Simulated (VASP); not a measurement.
# NaCl in VASP: a series of runs

The runs below take NaCl through single point, with PBEsol.

Program: VASP 6.6.1. These are calculated values, not measurements. Logs are shortened: lines on timing, memory, paths and dates and some standing lists are left out, and cuts for length are marked.

### 1 The cell of the first run

Symmetry: Pm-3m, No. 221, cubic system. Conventional cell: a = 2.821 Å, b = 2.821 Å, c = 2.821 Å, α = 90.00°, β = 90.00°, γ = 90.00°. Within 3.2 Å of Na (site symmetry m-3m) lie 8 Cl at 2.44 Å and 6 Na at 2.82 Å. Cl (site symmetry m-3m) has 8 Na at 2.44 Å and 6 Cl at 2.82 Å within 3.2 Å.

### 2 Single point, PBEsol (volume scaled by 0.96)

Contents of INCAR:

```
SYSTEM = NaCl
  PREC = Accurate
  ENCUT = 520
  EDIFF = 1E-6
  ISMEAR = -1
  SIGMA = 0.02
  LREAL = .FALSE.
  LASPH = .TRUE.
  NELM = 100
  ALGO = Normal
  ISIF = 2
  LWAVE = .FALSE.
  LCHARG = .TRUE.
  GGA = PS
  LELF = .TRUE.
  LVHAR = .TRUE.
  NBANDS = 14
```

Contents of KPOINTS:

```
Automatic mesh
0
G
  8 8 8
  0 0 0
```

Contents of POSCAR:

```
NaCl
1.0
    2.8213466130      0.0000000000      0.0000000000
    0.0000000000      2.8213466130      0.0000000000
    0.0000000000      0.0000000000      2.8213466130
Na Cl
1 1
Direct
    0.0000000000      0.0000000000      0.0000000000
    0.5000000000      0.5000000000      0.5000000000
```

Potentials or basis: VASP PAW PBE potentials, release 64 (Na_pv, Cl).

On the command line:

```
$ cat potpaw_PBE.64/Na_pv/POTCAR potpaw_PBE.64/Cl/POTCAR > POTCAR
$ mpirun -np 1 vasp_std > vasp.out
```

OUTCAR:

```text
SYSTEM = NaCl
   PREC = Accurate
   ENCUT = 520
   EDIFF = 1E-6
   ISMEAR = -1
   LREAL = .FALSE.
   LASPH = .TRUE.
   NELM = 100
   ISIF = 2
   GGA = PS

 ion  position               nearest neighbor table
   1  0.000  0.000  0.000-   2 2.44   2 2.44   2 2.44   2 2.44   2 2.44   2 2.44   2 2.44   2 2.44

   2  0.500  0.500  0.500-   1 2.44   1 2.44   1 2.44   1 2.44   1 2.44   1 2.44   1 2.44   1 2.44

  LATTYP: Found a simple cubic cell.
 ALAT       =     2.8213466130

  Lattice vectors:

 A1 = (   2.8213466130,   0.0000000000,   0.0000000000)
 A2 = (   0.0000000000,   2.8213466130,   0.0000000000)
 A3 = (   0.0000000000,   0.0000000000,   2.8213466130)

Analysis of symmetry for initial positions (statically):
=====================================================================
 Subroutine PRICEL returns:
 Original cell was already a primitive cell.

 Routine SETGRP: Setting up the symmetry group for a
 simple cubic supercell.

 Subroutine GETGRP returns: Found 48 space group operations
 (whereof 48 operations were pure point group operations)
 out of a pool of 48 trial point group operations.

The static configuration has the point symmetry O_h .

Analysis of symmetry for dynamics (positions and initial velocities):
=====================================================================
 Subroutine PRICEL returns:
 Original cell was already a primitive cell.

 Routine SETGRP: Setting up the symmetry group for a
 simple cubic supercell.

 Subroutine GETGRP returns: Found 48 space group operations
 (whereof 48 operations were pure point group operations)
 out of a pool of 48 trial point group operations.

The dynamic configuration has the point symmetry O_h .

 Subroutine INISYM returns: Found 48 space group operations
 (whereof 48 operations are pure point group operations),
 and found     1 'primitive' translations

----------------------------------------------------------------------------------------

                                     Primitive cell

  volume of cell :      22.4579

  direct lattice vectors                    reciprocal lattice vectors
     2.821346613  0.000000000  0.000000000     0.354440676  0.000000000  0.000000000
     0.000000000  2.821346613  0.000000000     0.000000000  0.354440676  0.000000000
[... 92 lines left out ...]
   ISYM   =      2    0-nonsym 1-usesym 2-fastsym
   POTIM  = 0.5000    time-step for ionic-motion
   TEBEG  =    0.0;   TEEND  =   0.0 temperature during run
   PSTRESS=    0.0 pullay stress
   NELECT =      14.0000    total number of electrons
   NUPDOWN=      -1.0000    fix difference up-down
   EMIN   =  10.00;   EMAX   =-10.00  energy-range for DOS
   EFERMI =   0.00;   METHOD = LEGACY
   ISMEAR =    -1;   SIGMA  =   0.02  broadening in eV -4-tet -1-fermi 0-gaus
   EFERMI_NEDOS =   21; number of points for ismear=-14 and -15
   IALGO  =     38    algorithm
   IMIX   =      4    mixing-type and parameters
     AMIX     =   0.40;   BMIX     =  1.00
     AMIX_MAG =   1.60;   BMIX_MAG =  1.00
  volume/ion in A,a.u.               =      11.23        75.78
  Fermi-wavevector in a.u.,A,eV,Ry     =   1.398495  2.642773 26.610133  1.955790
  Thomas-Fermi vector in A             =   2.521648
   LORBIT       =      0    0 simple, 1 ext, 2 COOP (PROOUT), +10 PAW based schemes
   GGA     = PS    functional components
   LHFCALC =     F    Hartree Fock is set to
   AEXX    =    0.0000 exact exchange contribution
   IVDW    =     0    specifies the selected vdW correction
   LEPSILON=     F    determine dielectric tensor
   LRPA    =     F    only Hartree local field effects (RPA)
 non-spin polarized calculation
  energy-cutoff  :      520.00
  volume of cell :       22.46
 maximum number of plane-waves:       624
 NGX is ok and might be reduce to    24
   NGX = 11   NGY = 11   NGZ = 11

 number of electron      13.9999995 magnetization

 Free energy of the ion-electron system (eV)
  ---------------------------------------------------
  ext. energy  EPLUGINS =         0.00000000
  ---------------------------------------------------
  free energy    TOTEN  =        -4.39805800 eV

  energy without entropy =       -4.39805800  energy(sigma->0) =       -4.39805800

 E-fermi :   7.8377     XC(G=0): -11.7812

 val. band max:        7.3841866766   @ k =   0.5000   0.5000   0.0000
 cond. band min:      11.4129604819   @ k =   0.5000   0.5000   0.0000
 fundamental gap:      4.0287738053
 Fermi energy:         7.8376590764

 k-point     1 :       0.0000    0.0000    0.0000
  band No.  band energies     occupation
      1     -15.3660      2.00000
      2     -15.3660      2.00000
      3     -15.3660      2.00000
      4     -10.0039      2.00000
      5       6.0288      2.00000
      6       6.0288      2.00000
      7       6.0288      2.00000
      8      13.6362      0.00000
      9      13.6362      0.00000
     10      14.9456      0.00000
     11      25.3272      0.00000
     12      25.3272      0.00000
     13      25.3272      0.00000
     14      30.2272      0.00000
[... 377 lines left out ...]
      1     -15.6854      2.00000
      2     -15.6078      2.00000
      3     -15.3383      2.00000
      4      -7.3687      2.00000
      5       1.4839      2.00000
      6       2.3277      2.00000
      7       6.2634      2.00000
      8      12.4013      0.00000
      9      17.8779      0.00000
     10      18.4433      0.00000
     11      19.4225      0.00000
     12      24.8405      0.00000
     13      25.2937      0.00000
     14      29.2356      0.00000

 [... further k-points ...]

------------------------ aborting loop because EDIFF is reached ----------------------------------------

  FORCE on cell =-STRESS in cart. coord.  units (eV):
  Direction    XX          YY          ZZ          XY          YZ          ZX
  --------------------------------------------------------------------------------------
  -------------------------------------------------------------------------------------
  Total        9.9329661      9.9329661      9.9329661      0.0000000     -0.0000000      0.0000000
  in kB      708.6310900    708.6310900    708.6310900      0.0000000     -0.0000000      0.0000000
  external PRESSURE =     708.6310900 kB  Pullay stress =       0.0000000 kB

 VOLUME and BASIS-vectors are now :
 -----------------------------------------------------------------------------
  energy-cutoff  :      520.00
  volume of cell :       22.46
      direct lattice vectors                 reciprocal lattice vectors
     2.821346613  0.000000000  0.000000000     0.354440676  0.000000000  0.000000000
     0.000000000  2.821346613  0.000000000     0.000000000  0.354440676  0.000000000
     0.000000000  0.000000000  2.821346613     0.000000000  0.000000000  0.354440676

 POSITION                                       TOTAL-FORCE (eV/Angst)
 -----------------------------------------------------------------------------------
      0.00000      0.00000      0.00000         0.000000      0.000000      0.000000
      1.41067      1.41067      1.41067         0.000000      0.000000      0.000000
 -----------------------------------------------------------------------------------
    total drift:                                0.000000     -0.000000     -0.000000

  FREE ENERGIE OF THE ION-ELECTRON SYSTEM (eV)
  ---------------------------------------------------
  free  energy   TOTEN  =        -4.3980579999 eV

  energy  without entropy=       -4.3980579999  energy(sigma->0) =       -4.39805800
```

OSZICAR:

```text
N       E                     dE             d eps       ncg     rms          rms(c)
DAV:   1     0.104941622728E+03    0.10494E+03   -0.73350E+03   998   0.123E+03
DAV:   2     0.984210025697E+00   -0.10396E+03   -0.94321E+02  1162   0.327E+02
DAV:   3    -0.464518762333E+01   -0.56294E+01   -0.55978E+01  1238   0.668E+01
DAV:   4    -0.470328285448E+01   -0.58095E-01   -0.58079E-01  1136   0.693E+00
DAV:   5    -0.470404717159E+01   -0.76432E-03   -0.76429E-03  1262   0.848E-01    0.653E+00
DAV:   6    -0.445286593115E+01    0.25118E+00   -0.20939E-01  1376   0.709E+00    0.422E+00
DAV:   7    -0.440034660500E+01    0.52519E-01   -0.12002E-01  1436   0.427E+00    0.173E+00
DAV:   8    -0.439817273506E+01    0.21739E-02   -0.10008E-02  1148   0.122E+00    0.223E-01
DAV:   9    -0.439805565095E+01    0.11708E-03   -0.29111E-04  1366   0.330E-01    0.484E-02
DAV:  10    -0.439805754619E+01   -0.18952E-05   -0.26167E-05  1304   0.107E-01    0.847E-03
DAV:  11    -0.439805799992E+01   -0.45373E-06   -0.47259E-06  1202   0.266E-02
   1 F= -.43980580E+01 E0= -.43980580E+01  d E =-.792383E-12
```

Run time: 7.7 s. Hardware: 1 thread of Intel Xeon Platinum 8559C (Emerald Rapids), shared host; peak memory 0.14 GiB.

Results:

```yaml
Free_energy: -4.3981 eV
Pressure: 70.9 GPa
Band_gap_on_the_k_mesh: 4.03 eV, direct
```

Caveat: the PAW data sets were made with another functional, which shifts forces and pressure a little. A k mesh can miss the band edges.

### 3 Single point, PBEsol (volume scaled by 0.99)

Contents of INCAR:

```
PREC     = Accurate       # precision mode
ENCUT    = 520            # plane-wave cutoff, eV
EDIFF    = 1E-7           # SCF threshold, eV
ISMEAR   = -1             # smearing method
SIGMA    = 0.02           # smearing width, eV
LREAL    = F              # projectors in reciprocal space
LASPH    = T              # aspherical terms in the spheres
NELM     = 60             # most SCF steps
ALGO     = Normal         # electronic algorithm
ISIF     = 2              # what is computed and relaxed
LWAVE    = F              # write WAVECAR
LCHARG   = T              # write CHGCAR
GGA      = PS             # functional
LELF     = T              # ELF
LVHAR    = T            
NBANDS   = 14             # bands
```

Contents of KPOINTS:

```
Automatic mesh
0
Gamma
  8 8 8
```

Contents of POSCAR:

```
NaCl
1.0
    2.8504347112      0.0000000000      0.0000000000
    0.0000000000      2.8504347112      0.0000000000
    0.0000000000      0.0000000000      2.8504347112
Na Cl
1 1
Direct
    0.0000000000      0.0000000000      0.0000000000
    0.5000000000      0.5000000000      0.5000000000
```

Potentials or basis: VASP PAW PBE potentials, release 64 (Na_pv, Cl).

On the command line:

```
$ cat potpaw_PBE.64/Na_pv/POTCAR potpaw_PBE.64/Cl/POTCAR > POTCAR
$ mpirun -np 1 vasp_std > vasp.out
```

OUTCAR:

```text
PREC = Accurate
   ENCUT = 520
   EDIFF = 1E-7
   ISMEAR = -1
   LREAL = F
   LASPH = T
   NELM = 60
   ISIF = 2
   GGA = PS

 ion  position               nearest neighbor table
   1  0.000  0.000  0.000-   2 2.47   2 2.47   2 2.47   2 2.47   2 2.47   2 2.47   2 2.47   2 2.47

   2  0.500  0.500  0.500-   1 2.47   1 2.47   1 2.47   1 2.47   1 2.47   1 2.47   1 2.47   1 2.47

  LATTYP: Found a simple cubic cell.
 ALAT       =     2.8504347112

[... 594 lines left out ...]

 [... further k-points ...]

------------------------ aborting loop because EDIFF is reached ----------------------------------------

  FORCE on cell =-STRESS in cart. coord.  units (eV):
  Direction    XX          YY          ZZ          XY          YZ          ZX
  --------------------------------------------------------------------------------------
  -------------------------------------------------------------------------------------
  Total        9.0461824      9.0461824      9.0461824     -0.0000000      0.0000000     -0.0000000
  in kB      625.8101872    625.8101872    625.8101872     -0.0000000      0.0000000     -0.0000000
  external PRESSURE =     625.8101872 kB  Pullay stress =       0.0000000 kB

 VOLUME and BASIS-vectors are now :
 -----------------------------------------------------------------------------
  energy-cutoff  :      520.00
  volume of cell :       23.16
      direct lattice vectors                 reciprocal lattice vectors
     2.850434711  0.000000000  0.000000000     0.350823682  0.000000000  0.000000000
     0.000000000  2.850434711  0.000000000     0.000000000  0.350823682  0.000000000
     0.000000000  0.000000000  2.850434711     0.000000000  0.000000000  0.350823682

 POSITION                                       TOTAL-FORCE (eV/Angst)
 -----------------------------------------------------------------------------------
      0.00000      0.00000      0.00000         0.000000      0.000000      0.000000
      1.42522      1.42522      1.42522         0.000000      0.000000      0.000000
 -----------------------------------------------------------------------------------
    total drift:                                0.000000     -0.000000     -0.000000

  FREE ENERGIE OF THE ION-ELECTRON SYSTEM (eV)
  ---------------------------------------------------
  free  energy   TOTEN  =        -4.6903036861 eV

  energy  without entropy=       -4.6903036861  energy(sigma->0) =       -4.69030369
```

OSZICAR:

```text
N       E                     dE             d eps       ncg     rms          rms(c)
DAV:   1     0.100649885834E+03    0.10065E+03   -0.71541E+03   992   0.122E+03
DAV:   2     0.493217352871E+00   -0.10016E+03   -0.92282E+02  1138   0.313E+02
DAV:   3    -0.491845200530E+01   -0.54117E+01   -0.53714E+01  1244   0.650E+01
DAV:   4    -0.497800678969E+01   -0.59555E-01   -0.59542E-01  1124   0.686E+00
DAV:   5    -0.497882975922E+01   -0.82297E-03   -0.82295E-03  1292   0.847E-01    0.610E+00
DAV:   6    -0.474122015742E+01    0.23761E+00   -0.20069E-01  1370   0.672E+00    0.395E+00
DAV:   7    -0.469248821116E+01    0.48732E-01   -0.11229E-01  1458   0.402E+00    0.167E+00
DAV:   8    -0.469041900919E+01    0.20692E-02   -0.91954E-03  1118   0.114E+00    0.237E-01
DAV:   9    -0.469030045572E+01    0.11855E-03   -0.27445E-04  1330   0.308E-01    0.516E-02
DAV:  10    -0.469030318248E+01   -0.27268E-05   -0.25550E-05  1286   0.103E-01    0.834E-03
DAV:  11    -0.469030354441E+01   -0.36193E-06   -0.44085E-06  1238   0.261E-02    0.649E-03
DAV:  12    -0.469030365197E+01   -0.10756E-06   -0.22923E-07  1166   0.447E-03    0.106E-03
DAV:  13    -0.469030368613E+01   -0.34159E-07   -0.22690E-08   766   0.105E-03
   1 F= -.46903037E+01 E0= -.46903037E+01  d E =-.320195E-11
```

Wall time 7.4 s (1 thread of Intel Xeon Platinum 8559C (Emerald Rapids), shared host); peak memory 0.13 GiB.

What came out:

- Free energy: -4.6903 eV
- Pressure: 62.6 GPa
- Band gap on the k mesh: 4.16 eV, direct

Levels at points of the mesh, in eV from the valence-band top:
```
           k point  band 5  band 6  band 7  band 8  band 9  band 10
(0.00, 0.00, 0.00)   -1.30   -1.30   -1.30    6.44    6.44     7.28
(0.50, 0.00, 0.00)   -7.09   -0.81   -0.81    9.12    9.12    12.67
(0.50, 0.50, 0.00)   -5.48   -5.48    0.00    4.16   10.61    12.70
(0.50, 0.50, 0.50)   -4.91   -4.91   -4.91    6.11    6.11     6.11
```

Caveat: the PAW data sets were made with another functional, which shifts forces and pressure a little.

### 4 Single point, PBEsol (volume scaled by 1.02)

Contents of INCAR:

```
  PREC = Accurate
  ENCUT = 520
  EDIFF = 1E-6
  ISMEAR = -1
  SIGMA = 0.02
  LREAL = F
  LASPH = T
  NELM = 80
  ALGO = Normal
  ISIF = 2
  LWAVE = F
  LCHARG = F
  GGA = PS
  NBANDS = 14
```

KPOINTS is that of step 3.

Contents of POSCAR:

```
NaCl
1.0
    2.8789409493      0.0000000000      0.0000000000
    0.0000000000      2.8789409493      0.0000000000
    0.0000000000      0.0000000000      2.8789409493
Na Cl
1 1
Direct
    0.0000000000      0.0000000000      0.0000000000
    0.5000000000      0.5000000000      0.5000000000
```

On the command line:

```
$ cat potpaw_PBE.64/Na_pv/POTCAR potpaw_PBE.64/Cl/POTCAR > POTCAR
$ mpirun -np 1 vasp_std > vasp.out
```

It took 5.7 s on 1 thread of Intel Xeon Platinum 8559C (Emerald Rapids), shared host; peak memory 0.13 GiB.

The run converged. Its results:

- Free energy: -4.9486 eV
- Pressure: 55.4 GPa
- Band gap on the k mesh: 4.28 eV, direct

Levels at points of the mesh, in eV from the valence-band top:
| k point | band 3 | band 4 | band 5 | band 6 | band 7 | band 8 | band 9 | band 10 | band 11 | band 12 |
| --- | --- | --- | --- | --- | --- | --- | --- | --- | --- | --- |
| (0.00, 0.00, 0.00) | -22.51 | -16.83 | -1.24 | -1.24 | -1.24 | 6.61 | 6.61 | 7.03 | 17.78 | 17.78 |
| (0.50, 0.00, 0.00) | -22.47 | -15.21 | -6.83 | -0.77 | -0.77 | 8.98 | 9.24 | 12.65 | 12.65 | 13.43 |
| (0.50, 0.50, 0.00) | -22.44 | -14.48 | -5.28 | -5.28 | 0.00 | 4.28 | 10.59 | 12.74 | 12.74 | 15.22 |
| (0.50, 0.50, 0.50) | -22.69 | -13.30 | -4.70 | -4.70 | -4.70 | 6.19 | 6.19 | 6.19 | 16.72 | 22.78 |

Caveat: the PAW data sets were made with another functional, which shifts forces and pressure a little.

(Part 1 of 2 ends here.)
